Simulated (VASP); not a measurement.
# Ni (Im-3m) in VASP: notebook

Runs on Ni. Level: LDA. Tasks: single point, relaxation of cell and atoms.

Program: VASP 6.6.1. These are calculated values, not measurements. Logs are shortened: lines on timing, memory, paths and dates and some standing lists are left out, and cuts for length are marked.

## (1) The cell of the first run

The structure is cubic, space group Im-3m (No. 229). The conventional cell has a = 2.658 Å, b = 2.658 Å, c = 2.658 Å, α = 90.00°, β = 90.00°, γ = 90.00°. Ni (site symmetry m-3m) has 14 Ni at 2.30 to 2.66 Å within 3.0 Å.

This isn't the form of Ni at room conditions, which is fcc.

## (2) Single point, LDA, collinear spin, ferromagnetic start

Input file INCAR:

```
SYSTEM = Ni
PREC = Accurate ; ENCUT = 600
EDIFF = 1E-6 ; ISMEAR = 1
SIGMA = 0.2 ; LREAL = .False.
LASPH = .True. ; NELM = 200
ALGO = Normal ; ISIF = 2
LWAVE = .False. ; LCHARG = .True.
ISPIN = 2 ; MAGMOM = 1.5
LORBIT = 11 ; LMAXMIX = 4
LELF = .True. ; LVHAR = .True.
NBANDS = 15 ; GGA_COMPAT = .False.
```

Input file KPOINTS:

```
Automatic mesh
0
Gamma
  14 14 14
  0 0 0
```

Input file POSCAR:

```
Ni
1.0
   -1.3289930918      1.3289930918      1.3289930918
    1.3289930918     -1.3289930918      1.3289930918
    1.3289930918      1.3289930918     -1.3289930918
Ni
1
Direct
    0.0000000000      0.0000000000      0.0000000000
```

Potentials or basis: VASP PAW LDA potentials, release 64 (Ni).

Command:

```sh
> cat potpaw_LDA.64/Ni/POTCAR > POTCAR
> mpirun -np 1 vasp_std > vasp.out
```

OUTCAR:

```text
SYSTEM = Ni
   PREC = Accurate
   ENCUT = 600
   EDIFF = 1E-6
   ISMEAR = 1
   LREAL = .False.
   LASPH = .True.
   NELM = 200
   ISIF = 2
   ISPIN = 2
   LORBIT = 11

 ion  position               nearest neighbor table
   1  0.000  0.000  0.000-

  LATTYP: Found a body centered cubic cell.
 ALAT       =     2.6579861836

  Lattice vectors:

 A1 = (  -1.3289930918,   1.3289930918,   1.3289930918)
 A2 = (   1.3289930918,  -1.3289930918,   1.3289930918)
 A3 = (   1.3289930918,   1.3289930918,  -1.3289930918)

Analysis of symmetry for initial positions (statically):
=====================================================================
 Subroutine PRICEL returns:
 Original cell was already a primitive cell.

 Routine SETGRP: Setting up the symmetry group for a
 body centered cubic supercell.

 Subroutine GETGRP returns: Found 48 space group operations
 (whereof 48 operations were pure point group operations)
 out of a pool of 48 trial point group operations.

The static configuration has the point symmetry O_h .

Analysis of symmetry for dynamics (positions and initial velocities):
=====================================================================
 Subroutine PRICEL returns:
 Original cell was already a primitive cell.

 Routine SETGRP: Setting up the symmetry group for a
 body centered cubic supercell.

 Subroutine GETGRP returns: Found 48 space group operations
 (whereof 48 operations were pure point group operations)
 out of a pool of 48 trial point group operations.

The dynamic configuration has the point symmetry O_h .

Analysis of structural, dynamic, and magnetic symmetry:
=====================================================================
 Subroutine PRICEL returns:
 Original cell was already a primitive cell.

 Routine SETGRP: Setting up the symmetry group for a
 body centered cubic supercell.

 Subroutine GETGRP returns: Found 48 space group operations
 (whereof 48 operations were pure point group operations)
 out of a pool of 48 trial point group operations.

The overall configuration has the point symmetry O_h .

 Subroutine INISYM returns: Found 48 space group operations
 (whereof 48 operations are pure point group operations),
 and found     1 'primitive' translations

----------------------------------------------------------------------------------------

                                     Primitive cell

  volume of cell :       9.3892

  direct lattice vectors                    reciprocal lattice vectors
    -1.328993092  1.328993092  1.328993092     0.000000000  0.376224679  0.376224679
     1.328993092 -1.328993092  1.328993092     0.376224679  0.000000000  0.376224679
     1.328993092  1.328993092 -1.328993092     0.376224679  0.376224679  0.000000000

  length of vectors
     2.301883558  2.301883558  2.301883558     0.532062044  0.532062044  0.532062044

  position of ions in fractional coordinates (direct lattice)
     0.000000000  0.000000000  0.000000000

  ion indices of the primitive-cell ions
   primitive index   ion index
                 1           1

----------------------------------------------------------------------------------------

 KPOINTS: Automatic mesh

Automatic generation of k-mesh.
 Grid dimensions read from file:
 generate k-points for:   14   14   14

 Generating k-lattice:

  Cartesian coordinates                     Fractional coordinates (reciprocal lattice)
     0.000000000  0.026873191  0.026873191     0.071428571  0.000000000  0.000000000
     0.026873191  0.000000000  0.026873191     0.000000000  0.071428571  0.000000000
     0.026873191  0.026873191  0.000000000     0.000000000  0.000000000  0.071428571

  Length of vectors
     0.038004432  0.038004432  0.038004432

  Shift w.r.t. Gamma in fractional coordinates (k-lattice)
     0.000000000  0.000000000  0.000000000

 Subroutine IBZKPT returns following result:
 ===========================================

 Found    104 irreducible k-points:

 Following reciprocal coordinates:
            Coordinates               Weight
  0.000000  0.000000  0.000000      1.000000
  0.071429  0.000000  0.000000     12.000000
  0.142857  0.000000  0.000000     12.000000
  0.214286  0.000000  0.000000     12.000000
  0.285714  0.000000  0.000000     12.000000
  0.357143  0.000000  0.000000     12.000000
[... 16 lines left out ...]
  0.285714  0.285714  0.000000     24.000000
  0.357143  0.285714 -0.000000     24.000000
 [... further k-points ...]
   k-points           NKPTS =    104   k-points in BZ     NKDIM =    104   number of bands    NBANDS=     15
   number of dos      NEDOS =    301   number of ions     NIONS =      1
   total plane-waves  NPLWV =   5832
   dimension x,y,z NGX =    18 NGY =   18 NGZ =   18
   dimension x,y,z NGXF=    36 NGYF=   36 NGZF=   36
   ions per type =               1
   NGX,Y,Z   is equivalent  to a cutoff of  13.00, 13.00, 13.00 a.u.
   NGXF,Y,Z  is equivalent  to a cutoff of  26.00, 26.00, 26.00 a.u.
 SYSTEM =  Ni
   PREC   = accura    normal or accurate (medium, high low for compatibility)
   ISTART =      0    job   : 0-new  1-cont  2-samecut
   ICHARG =      2    charge: 1-file 2-atom 10-const
   ISPIN  =      2    spin polarized calculation?
   LNONCOLLINEAR =      F non collinear calculations
   LSORBIT =      F    spin-orbit coupling
   LASPH  =      T    aspherical Exc in radial PAW
   ENCUT  =  600.0 eV  44.10 Ry    6.64 a.u.   4.60  4.60  4.60*2*pi/ulx,y,z
   NELM   =    200;   NELMIN=  2; NELMDL= -5     # of ELM steps
   EDIFF  = 0.1E-05   stopping-criterion for ELM
   LREAL  =      F    real-space projection
   EDIFFG = 0.1E-04   stopping-criterion for IOM
   NSW    =      0    number of steps for IOM
   IBRION =     -1    ionic relax: 0-MD 1-quasi-New 2-CG
   NFREE  =      0    steps in history (QN), initial steepest desc. (CG)
   ISIF   =      2    stress and relaxation
   ISYM   =      2    0-nonsym 1-usesym 2-fastsym
   POTIM  = 0.5000    time-step for ionic-motion
   TEBEG  =    0.0;   TEEND  =   0.0 temperature during run
   PSTRESS=    0.0 pullay stress
   NELECT =      10.0000    total number of electrons
   NUPDOWN=      -1.0000    fix difference up-down
   EMIN   =  10.00;   EMAX   =-10.00  energy-range for DOS
   EFERMI =   0.00;   METHOD = LEGACY
   ISMEAR =     1;   SIGMA  =   0.20  broadening in eV -4-tet -1-fermi 0-gaus
   EFERMI_NEDOS =   21; number of points for ismear=-14 and -15
   IALGO  =     38    algorithm
   IMIX   =      4    mixing-type and parameters
     AMIX     =   0.40;   BMIX     =  1.00
     AMIX_MAG =   1.60;   BMIX_MAG =  1.00
  volume/ion in A,a.u.               =       9.39        63.36
  Fermi-wavevector in a.u.,A,eV,Ry     =   1.671856  3.159349 38.029662  2.795101
  Thomas-Fermi vector in A             =   2.757105
   LORBIT       =     11    0 simple, 1 ext, 2 COOP (PROOUT), +10 PAW based schemes
   GGA     = CA    functional components
   LHFCALC =     F    Hartree Fock is set to
   AEXX    =    0.0000 exact exchange contribution
   IVDW    =     0    specifies the selected vdW correction
   LEPSILON=     F    determine dielectric tensor
   LRPA    =     F    only Hartree local field effects (RPA)
 spin polarized calculation
 Methfessel and Paxton  Order N= 1 SIGMA  =   0.20
  energy-cutoff  :      600.00
  volume of cell :        9.39
 maximum number of plane-waves:       325
   NGX =  9   NGY =  9   NGZ =  9

 number of electron      10.0000000 magnetization       1.5000000

 number of electron       9.9999988 magnetization       0.1281116

 Free energy of the ion-electron system (eV)
  ---------------------------------------------------
  ext. energy  EPLUGINS =         0.00000000
  ---------------------------------------------------
  free energy    TOTEN  =        -6.44024431 eV

  energy without entropy =       -6.44016869  energy(sigma->0) =       -6.44021910

 E-fermi :  11.1149     XC(G=0): -14.5059

 val. band max:       11.1120413058   @ k =   0.2143   0.1429   0.0000
 cond. band min:      11.1237585128   @ k =  -0.3571   0.4286   0.0714
 fundamental gap:      0.0117172070
 Fermi energy:        11.1149436020

 spin component 1

 k-point     1 :       0.0000    0.0000    0.0000
  band No.  band energies     occupation
      1       1.2684      1.00000
      2       8.7069      1.00000
      3       8.7069      1.00000
      4       8.7069      1.00000
      5      10.4094      1.00000
      6      10.4094      1.00000
      7      39.1942      0.00000
      8      39.1942      0.00000
      9      39.1942      0.00000
     10      45.2292      0.00000
     11      45.2292      0.00000
     12      47.5492      0.00000
     13      47.5492      0.00000
     14      47.5492      0.00000
     15      47.7550      0.00000
[... 397 lines left out ...]
 k-point    24 :       0.3571    0.2857   -0.0000
  band No.  band energies     occupation
      1       7.0826      1.00000
      2       7.6870      1.00000
      3       8.0689      1.00000
      4      10.4517      1.00001
      5      10.6474      1.00232
      6      17.2023      0.00000
      7      19.2327      0.00000
      8      21.9510      0.00000
      9      32.2989      0.00000
     10      42.1992      0.00000
     11      43.9723      0.00000
     12      51.7990      0.00000
     13      55.0197      0.00000
     14      57.7897      0.00000
     15      60.5861      0.00000

 [... further k-points ...]

 spin component 2

 k-point     1 :       0.0000    0.0000    0.0000
  band No.  band energies     occupation
      1       1.2849      1.00000
      2       8.8410      1.00000
      3       8.8410      1.00000
      4       8.8410      1.00000
      5      10.5180      1.00010
      6      10.5180      1.00010
      7      39.1996      0.00000
      8      39.1996      0.00000
      9      39.1996      0.00000
     10      45.2397      0.00000
     11      45.2397      0.00000
     12      47.5925      0.00000
     13      47.5925      0.00000
     14      47.5925      0.00000
     15      47.8067      0.00000
[... 397 lines left out ...]
 k-point    24 :       0.3571    0.2857   -0.0000
  band No.  band energies     occupation
      1       7.1868      1.00000
      2       7.7840      1.00000
      3       8.1550      1.00000
      4      10.5746      1.00045
      5      10.7721      1.01794
      6      17.2699      0.00000
      7      19.2987      0.00000
      8      22.0027      0.00000
      9      32.3329      0.00000
     10      42.2195      0.00000
     11      43.9904      0.00000
     12      51.8540      0.00000
     13      55.1176      0.00000
     14      57.9592      0.00000
     15      60.6089      0.00000

 [... further k-points ...]
[... 5 lines left out ...]
  --------------------------------------------------------------------------------------
  -------------------------------------------------------------------------------------
  Total        1.1534767      1.1534767      1.1534767      0.0000000     -0.0000000      0.0000000
  in kB      196.8299733    196.8299733    196.8299733      0.0000000     -0.0000000      0.0000000
  external PRESSURE =     196.8299733 kB  Pullay stress =       0.0000000 kB

 VOLUME and BASIS-vectors are now :
 -----------------------------------------------------------------------------
  energy-cutoff  :      600.00
  volume of cell :        9.39
      direct lattice vectors                 reciprocal lattice vectors
    -1.328993092  1.328993092  1.328993092     0.000000000  0.376224679  0.376224679
     1.328993092 -1.328993092  1.328993092     0.376224679  0.000000000  0.376224679
     1.328993092  1.328993092 -1.328993092     0.376224679  0.376224679  0.000000000

 POSITION                                       TOTAL-FORCE (eV/Angst)
 -----------------------------------------------------------------------------------
      0.00000      0.00000      0.00000        -0.000000      0.000000      0.000000
 -----------------------------------------------------------------------------------
    total drift:                                0.000000      0.000000      0.000000

  FREE ENERGIE OF THE ION-ELECTRON SYSTEM (eV)
  ---------------------------------------------------
  free  energy   TOTEN  =        -6.4402443050 eV

  energy  without entropy=       -6.4401686904  energy(sigma->0) =       -6.44021910

 total charge

# of ion       s       p       d       tot
------------------------------------------
    1        0.560   0.632   8.433   9.624

 magnetization (x)

# of ion       s       p       d       tot
------------------------------------------
    1       -0.000  -0.002   0.129   0.127
```

Run time: 21 s. Hardware: 1 thread of Intel Xeon 6975P-C (Granite Rapids), shared host; peak memory 0.13 GiB.

Results:

```yaml
Free_energy: -6.4402 eV
Pressure: 19.7 GPa
Net_moment: 0.13 μB per cell
Site_moments: Ni +0.13 μB
Valence_electrons_inside_the_program's_atomic_spheres: Ni 9.62
```

Caveat: the cell stands under pressure.

## (3) Single point, LDA, collinear spin, ferromagnetic start

This run uses another cell than the first one, of 9.70 Å³/atom.

Input file INCAR:

```
SYSTEM = Ni
PREC = Accurate
ENCUT = 600
EDIFF = 1E-6
ISMEAR = 1
SIGMA = 0.2
LREAL = .False.
LASPH = .True.
NELM = 200
ALGO = Normal
ISIF = 2
LWAVE = .False.
LCHARG = .False.
ISPIN = 2
MAGMOM = 1.5
LORBIT = 11
LMAXMIX = 4
GGA = CA
NBANDS = 15
GGA_COMPAT = .False.
```

Input file KPOINTS:

```
regular mesh
0
Gamma
  14 14 14
  0 0 0
```

Input file POSCAR:

```
Ni
1.0
   -1.3434959805      1.3434959805      1.3434959805
    1.3434959805     -1.3434959805      1.3434959805
    1.3434959805      1.3434959805     -1.3434959805
Ni
1
Direct
    0.0000000000      0.0000000000      0.0000000000
```

Potentials or basis: VASP PAW LDA potentials, release 64 (Ni).

Command:

```sh
> cat potpaw_LDA.64/Ni/POTCAR > POTCAR
> mpirun -np 1 vasp_std > vasp.out
```

Run time: 21 s. Hardware: 1 thread of Intel Xeon 6975P-C (Granite Rapids), shared host; peak memory 0.13 GiB.

The run converged. Its results:

* Free energy: -6.4686 eV
* Pressure: 9.7 GPa
* Net moment: 0.28 μB per cell
* Site moments: Ni +0.28 μB
* Valence electrons inside the program's atomic spheres: Ni 9.55

Levels at points of the mesh, in eV from the Fermi level:
Spin up:
| k point | band 1 | band 2 | band 3 | band 4 | band 5 | band 6 | band 7 | band 8 | band 9 | band 10 |
| --- | --- | --- | --- | --- | --- | --- | --- | --- | --- | --- |
| (0.00, 0.00, 0.00) | -9.63 | -2.39 | -2.39 | -2.39 | -0.75 | -0.75 | 27.73 | 27.73 | 27.73 | 33.50 |
| (0.50, 0.00, 0.00) | -5.15 | -3.51 | -0.82 | -0.56 | 0.21 | 0.32 | 7.57 | 20.21 | 21.75 | 25.69 |
| (0.50, 0.50, 0.50) | -4.74 | -4.74 | 0.05 | 0.05 | 0.05 | 10.53 | 10.53 | 10.53 | 17.05 | 17.05 |
Spin down:
| k point | band 1 | band 2 | band 3 | band 4 | band 5 | band 6 | band 7 | band 8 | band 9 | band 10 |
| --- | --- | --- | --- | --- | --- | --- | --- | --- | --- | --- |
| (0.00, 0.00, 0.00) | -9.59 | -2.10 | -2.10 | -2.10 | -0.51 | -0.51 | 27.74 | 27.74 | 27.74 | 33.52 |
| (0.50, 0.00, 0.00) | -4.98 | -3.24 | -0.56 | -0.31 | 0.24 | 0.66 | 7.74 | 20.23 | 21.83 | 25.79 |
| (0.50, 0.50, 0.50) | -4.58 | -4.58 | 0.38 | 0.38 | 0.38 | 10.59 | 10.59 | 10.59 | 17.16 | 17.16 |

Caveat: the cell stands under pressure.

## (4) Single point, LDA, collinear spin, ferromagnetic start

This run uses another cell than the first one, of 10.08 Å³/atom.

Input file INCAR:

```
  ALGO = Normal
  EDIFF = 1E-6
  ENCUT = 600
  GGA_COMPAT = False
  ISIF = 2
  ISMEAR = 1
  ISPIN = 2
  LASPH = True
  LCHARG = True
  LELF = True
  LMAXMIX = 4
  LORBIT = 11
  LREAL = False
  LVHAR = True
  LWAVE = False
  MAGMOM = 1.5
  NBANDS = 15
  NELM = 200
  PREC = Accurate
  SIGMA = 0.2
```

Input file KPOINTS:

```
k-points
0
Gamma
  14 14 14
```

Input file POSCAR:

```
Ni
1.0
   -1.3608300633      1.3608300633      1.3608300633
    1.3608300633     -1.3608300633      1.3608300633
    1.3608300633      1.3608300633     -1.3608300633
Ni
1
Direct
    0.0000000000      0.0000000000      0.0000000000
```

Command:

```sh
> cat potpaw_LDA.64/Ni/POTCAR > POTCAR
> mpirun -np 1 vasp_std > vasp.out
```

Wall time 17 s (1 thread of Intel Xeon 6975P-C (Granite Rapids), shared host); peak memory 0.14 GiB.

It converged, with:

| Item | Value |
| --- | --- |
| Free energy | -6.4796 eV |
| Pressure | -0.2 GPa |
| Net moment | 0.41 μB per cell |
| Site moments | Ni +0.41 μB |
| Valence electrons inside the program's atomic spheres | Ni 9.47 |

Levels at points of the mesh, in eV from the Fermi level:
Spin up:
```tsv
k point	band 2	band 3	band 4	band 5	band 6	band 7	band 8	band 9
(0.00, 0.00, 0.00)	-2.36	-2.36	-2.36	-0.79	-0.79	27.32	27.32	27.32
(0.50, 0.00, 0.00)	-3.40	-0.87	-0.61	0.20	0.24	7.19	19.85	21.11
(0.50, 0.50, 0.50)	-4.54	-0.06	-0.06	-0.06	10.26	10.26	10.26	16.61
```
Spin down:
```csv
k point,band 2,band 3,band 4,band 5,band 6,band 7,band 8,band 9
"(0.00, 0.00, 0.00)",-1.93,-1.93,-1.93,-0.44,-0.44,27.33,27.33,27.33
"(0.50, 0.00, 0.00)",-3.01,-0.48,-0.25,0.28,0.69,7.45,19.87,21.21
"(0.50, 0.50, 0.50)",-4.29,0.43,0.43,0.43,10.33,10.33,10.33,16.76
```

(Continued in part 2 of 2.)
